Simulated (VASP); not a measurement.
Write the native input for VASP 6.6.1 that does the following.

```
Task                   : single point
Functional             : PBE
Potentials or basis    : VASP PAW PBE potentials, release 64 (Rh_pv)
Cutoff                 : 520 eV
k mesh                 : 18 × 18 × 18
Occupations            : gaussian, width 0.1 eV
Spin                   : no spin polarisation
Dipole correction      : no
Further INCAR settings : ALGO = Normal; EDIFF = 1e-07; NBANDS = 14
```

The structure of Rh lies in POSCAR:

```
Rh
1.0
    0.0000000000      1.9150745728      1.9150745728
    1.9150745728      0.0000000000      1.9150745728
    1.9150745728      1.9150745728      0.0000000000
Rh
1
Direct
    0.0000000000      0.0000000000      0.0000000000
```

These files were run (other wordings do the same):

INCAR

```
SYSTEM = Rh
PREC     = Accurate       ! precision mode
ENCUT    = 520            ! plane-wave cutoff, eV
EDIFF    = 1E-7           ! SCF threshold, eV
ISMEAR   = 0              ! smearing method
SIGMA    = 0.1            ! smearing width, eV
LREAL    = .False.        ! projectors in reciprocal space
LASPH    = .True.         ! aspherical terms in the spheres
NELM     = 100            ! most SCF steps
ALGO     = Normal         ! electronic algorithm
ISIF     = 2              ! what is computed and relaxed
LWAVE    = .False.        ! write WAVECAR
LCHARG   = .False.        ! write CHGCAR
GGA      = PE             ! functional
NBANDS   = 14             ! bands
```

KPOINTS

```
regular mesh
0
Gamma
  18 18 18
  0 0 0
```

Potentials or basis: VASP PAW PBE potentials, release 64 (Rh_pv).

Command:

```console
$ cat potpaw_PBE.64/Rh_pv/POTCAR > POTCAR
$ mpirun -np 1 vasp_std > vasp.out
```

Results of the run:

```json
{"Pressure": "0.0 GPa", "Band gap on the k mesh": "zero (an odd number of electrons rules out a gap without spin polarisation)"}
```

Run time: 29 s on 1 thread of Intel(R) Xeon(R) Platinum 8259CL CPU @ 2.50GHz (Skylake/Cascade Lake), with other jobs on the host, peak memory 0.15 GiB.
